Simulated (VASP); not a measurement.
GaN:

```
Ga N
1.0
     3.18000    0.00000    0.00000
    -1.59000    2.75396    0.00000
     0.00000    0.00000    5.16600
Ga N
2 2
Direct
  0.33333 0.66667 0.00000
  0.66667 0.33333 0.50000
  0.33333 0.66667 0.37500
  0.66667 0.33333 0.87500
```

Program: VASP 6.6.1. Alike in all runs: task single point; potentials or basis VASP PAW PBE potentials, release 64 (Ga_d, N); no spin polarisation; cell as given; k mesh 6 × 6 × 2; smearing gaussian 0.01 eV.

Q: Order these runs on this cell by their band gap on the k mesh, lowest first.
A. level PBE; cutoff (eV) 600
B. level r2SCAN; cutoff (eV) 660
C. level B3LYP; cutoff (eV) 520; grid for exact exchange (PRECFOCK) Normal; share of exact exchange 0.2

A: A (1.97 eV), B (2.38 eV), C (3.67 eV).

Caveats: all runs use coarse meshes.
